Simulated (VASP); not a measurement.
Here is a VASP 6.6.1 calculation.

The input POSCAR:

```
CdF2
1.0
    0.0000000000      2.6941776810      2.6941776810
    2.6941776810      0.0000000000      2.6941776810
    2.6941776810      2.6941776810      0.0000000000
Cd F
1 2
Direct
    0.0000000000      0.0000000000      0.0000000000
    0.2500000000      0.2500000000      0.2500000000
    0.7500000000      0.7500000000      0.7500000000
```

File INCAR.step1:

```
PREC = Accurate
ENCUT = 520
EDIFF = 1E-5
ISMEAR = 0
SIGMA = 0.01
LREAL = False
LASPH = True
NELM = 60
ALGO = Normal
ISIF = 2
LWAVE = True
LCHARG = False
NBANDS = 20
GGA = PE
```

The input INCAR.step2:

```
PREC = Accurate
ENCUT = 520
EDIFF = 1E-6
ISMEAR = 0
SIGMA = 0.01
LREAL = False
LASPH = True
NELM = 60
ALGO = Normal
ISIF = 2
LWAVE = False
LCHARG = False
GGA = PE
LHFCALC = True
HFSCREEN = 0.2079
PRECFOCK = Normal
NBANDS = 20
ISTART = 1
```

The input KPOINTS:

```
regular mesh
0
Gamma
  4 4 4
```

Potentials or basis: VASP PAW PBE potentials, release 64 (Cd, F).

Launch:

```console
$ cat potpaw_PBE.64/Cd/POTCAR potpaw_PBE.64/F/POTCAR > POTCAR
$ cp INCAR.step1 INCAR
$ mpirun -np 1 vasp_std > vasp.out
$ cp INCAR.step2 INCAR
$ mpirun -np 1 vasp_std > vasp.out
```

(1) What does it give for the band gap on the k mesh?

(2) Estimate the pressure.

Results:

(1) 5.16 eV (least direct gap 5.74 eV).

(2) 2.7 GPa.

Caveat: the k points lie up to 0.50 Å⁻¹ apart; the PAW data sets were made with another functional, which shifts forces and pressure a little.
